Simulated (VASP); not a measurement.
# Mg: single point with PBEsol

Mg:

```
Mg
1.0
    -1.87735    1.87735    1.59574
     1.87735   -1.87735    1.59574
     1.87735    1.87735   -1.59574
Mg
1
Cartesian
  0.0000 0.0000 0.0000
```

This cell differs from its parent crystal: ratio of the length along z to the lengths across it x 0.85, volume and fractional coordinates fixed.

```
Program             : VASP 6.6.1
Task                : single point
Functional          : PBEsol
Potentials or basis : VASP PAW PBE potentials, release 64 (Mg)
Cutoff              : 520 eV
k mesh              : 26 × 26 × 26
Occupations         : gaussian, width 0.15 eV
Spin                : no spin polarisation
```

```json
{"Pressure": "0.3 GPa", "Band gap on the k mesh": "zero (bands 1 and 2 overlap by 4.45 eV)"}
```

Stress tensor (GPa, compression positive):
```
-0.22  0.00  0.00
 0.00 -0.22  0.00
 0.00  0.00  1.47
```

Levels at points of the mesh, in eV from the Fermi level:
```tsv
k point	band 1	band 2	band 3	band 4
(0.00, 0.00, 0.00)	-7.03	11.10	13.40	13.42
(0.50, 0.00, 0.00)	-1.20	-0.42	7.89	8.76
(0.50, 0.50, 0.00)	-1.96	-1.66	10.94	11.66
(0.50, 0.50, 0.50)	2.72	2.72	3.27	3.91
```

Run time: 69 s on 1 thread of AMD EPYC 9R45 96-Core Processor (Zen 5) (shared host), peak memory 0.3 GiB.

Caveat: the PAW data sets were made with another functional, which shifts forces and pressure a little.
